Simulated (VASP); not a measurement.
In3As:

```
In As
1.0
     4.67168    0.00000    0.00000
     0.00000    4.67168    0.00000
     0.00000    0.00000    4.67168
In As
3 1
Direct
  0.50000 0.50000 0.00000
  0.50000 0.00000 0.50000
  0.00000 0.50000 0.50000
  0.00000 0.00000 0.00000
```

Base run:

```yaml
Program: VASP 6.6.1
Functional: PBE
Potentials_or_basis: VASP PAW PBE potentials, release 64 (In_d, As)
Cutoff: 520 eV
k_mesh: 6 × 6 × 6
Occupations: fermi-dirac, width 0.05 eV
Spin: no spin polarisation
```

Its results: band gap on the k mesh zero (bands 22 and 23 overlap by 3.84 eV); pressure 0.6 GPa.

Question: The run is repeated on the same cell with these changes: k mesh from 6 × 6 × 6 to 5 × 5 × 5; further incar settings from ALGO = Normal; EDIFF = 1e-06; NBANDS = 30 to ALGO = Normal; EDIFF = 1e-07; NBANDS = 30. What comes out?

Answer: Band gap on the k mesh zero (bands 22 and 23 overlap by 2.18 eV); pressure 1.0 GPa.

Caveats: spin-orbit coupling is left out, which moves the levels of the heavy elements.
